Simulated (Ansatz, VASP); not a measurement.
**Two plane-wave programs on ZnO**

The input POSCAR:

```
ZnO
1.0
    3.2675474112      0.0000000000      0.0000000000
   -1.6337737056      2.8297790662      0.0000000000
    0.0000000000      0.0000000000      5.1580292772
Zn O
2 2
Direct
    0.3333333333      0.6666666667      0.4970740949
    0.6666666667      0.3333333333     -0.0029259051
    0.6666666667      0.3333333333      0.3819359051
    0.3333333333      0.6666666667      0.8819359051
```

Contents of INCAR.step1:

```
PREC = Accurate ; ENCUT = 1480
ISMEAR = 0 ; SIGMA = 0.01
LREAL = False ; LASPH = True
NELM = 120 ; NBANDS = 26
GGA = PE ; ALGO = Normal
EDIFF = 1E-5 ; LWAVE = True
LCHARG = False ; GGA_COMPAT = False
```

INCAR.step2

```
PREC = Accurate ; ENCUT = 1480
EDIFF = 1E-6 ; ISMEAR = 0
SIGMA = 0.01 ; LREAL = False
LASPH = True ; NELM = 120
ALGO = Normal ; ISIF = 2
LWAVE = False ; LCHARG = False
METAGGA = R2SCAN ; LMIXTAU = True
NBANDS = 26 ; ISTART = 1
GGA_COMPAT = False
```

The input KPOINTS:

```
Automatic mesh
0
Gamma
  8 8 4
```

Input for Ansatz:

```yaml
crystal:
  lattice:
    - [3.2675474112, 0.0, 0.0]
    - [-1.6337737056, 2.82977906617, 0.0]
    - [0.0, 0.0, 5.15802927718]
  atoms:
    - { symbol: Zn, position: [0.333333333333, 0.666666666667, 0.497074094906] }
    - { symbol: Zn, position: [0.666666666667, 0.333333333333, -0.002925905094] }
    - { symbol: O, position: [0.666666666667, 0.333333333333, 0.381935905094] }
    - { symbol: O, position: [0.333333333333, 0.666666666667, 0.881935905094] }
kpoints:
  mp_grid: { grid: [8, 8, 4] }
scf:
  occupations: { method: fixed }
  convergence: { dr2_threshold: 1.0e-10 }
hamiltonian:
  xc: r2scan
  pseudopotentials: { kind: paw }
output:
  forces: true
  stress: true
  eigenstates:
    kpoints:
      - [0.0, 0.0, 0.0]
      - [0.0, 0.0, -0.5]
      - [-0.5, 0.0, 0.0]
      - [-0.5, 0.5, 0.0]
      - [0.0, -0.5, 0.0]
      - [-0.5, 0.0, -0.5]
      - [-0.5, 0.5, -0.5]
      - [0.0, -0.5, -0.5]
  eigenvalues: true
```

Change from the starting cell: film at in-plane strain +0.01.

Alike in both runs: task single point; functional r2SCAN; k mesh 8 × 8 × 4; no spin polarisation.

|  | VASP | Ansatz |
| --- | --- | --- |
| version | VASP 6.6.1 | Ansatz 0.2.0 |
| potentials or method | VASP PAW PBE potentials, release 64 (Zn, O_h) | PAW with Ansatz's default frozen-core files, scalar-relativistic |
| plane-wave cutoff (eV) | 1480 | 500 |
| occupations | gaussian, width 0.01 eV | fixed |
| valence electrons in the cell | 36 | 36 |

Ansatz gave:

| Property | Result |
| --- | --- |
| gap on the k mesh at the Fermi level (eV) | 1.25 |
| pressure (GPa) | -1.5 |
| traceless stress, the component that is largest in VASP (GPa) | 1.46 |
| rms of the force components (eV/Å) | 0.001 |

Estimate VASP's values.

gap on the k mesh at the Fermi level (eV): 1.24; pressure (GPa): -0.5; traceless stress, the component that is largest in VASP (GPa): 1.46; rms of the force components (eV/Å): 0.004.

VASP's potentials were made for PBE, not for r2SCAN. Atom by atom the forces differ by 0.003 eV/Å (rms over components).
